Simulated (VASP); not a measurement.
## GaSb: single point with PBE

System: GaSb, a slab with vacuum.

```
CELL_PARAMETERS angstrom
4.39385 0.00000 0.00000
0.00000 6.21384 0.00000
0.00000 0.00000 28.18155
ATOMIC_POSITIONS crystal
Ga 0.50000 0.55898 0.28435
Ga 0.00000 0.97960 0.34095
Ga 0.50000 0.48746 0.42264
Ga 0.00000 0.98553 0.50000
Ga 0.50000 0.48747 0.57736
Ga 0.00000 0.97960 0.65905
Ga 0.50000 0.55899 0.71565
Sb 0.00000 0.76837 0.25679
Sb 0.50000 0.23159 0.34511
Sb 0.00000 0.73841 0.42123
Sb 0.50000 0.23561 0.50000
Sb 0.00000 0.73841 0.57877
Sb 0.50000 0.23160 0.65489
Sb 0.00000 0.76837 0.74321
```

- Program: VASP 6.6.1
- Task: single point
- Functional: PBE
- Potentials or basis: VASP PAW PBE potentials, release 64 (Ga_d, Sb)
- Cutoff: 520 eV
- k mesh: 8 × 6 × 1
- Occupations: gaussian, width 0.1 eV
- Spin: no spin polarisation

* Largest force: 0.028 eV/Å
* Band gap on the k mesh: 0.31 eV (least direct gap 0.44 eV)

Forces in eV/Å, atoms in the order of the input:
```
Ga   0.000 -0.005  0.005
Ga   0.000 -0.001  0.007
Ga   0.000  0.004  0.002
Ga   0.000 -0.002  0.000
Ga   0.000  0.004 -0.002
Ga   0.000 -0.001 -0.007
Ga   0.000 -0.005 -0.005
Sb   0.000  0.012 -0.025
Sb   0.000 -0.008 -0.002
Sb   0.000  0.000 -0.001
Sb   0.000  0.000  0.000
Sb   0.000  0.000  0.001
Sb   0.000 -0.008  0.002
Sb   0.000  0.012  0.025
```

Levels at points of the mesh, in eV from the valence-band top:
```tsv
k point	band 60	band 61	band 62	band 63	band 64	band 65	band 66	band 67
(0.00, 0.00, 0.00)	-0.44	-0.40	-0.18	0.00	0.44	1.04	1.17	1.36
(0.50, 0.00, 0.00)	-1.65	-1.37	-1.20	-0.94	0.60	0.73	1.09	1.36
(0.00, 0.50, 0.00)	-1.01	-1.01	-0.97	-0.81	0.31	0.65	0.80	1.19
(0.50, 0.50, 0.00)	-1.39	-1.22	-0.85	-0.79	0.39	1.15	1.26	2.11
```

Wall time 12 min on 4 MPI ranks on Intel(R) Xeon(R) Platinum 8259CL CPU @ 2.50GHz (Skylake/Cascade Lake) (shared host), peak memory 1.3 GiB a rank.

Caveat: semilocal functionals underestimate gaps, and a narrow one can read as zero; spin-orbit coupling is left out, which moves the levels of the heavy elements.
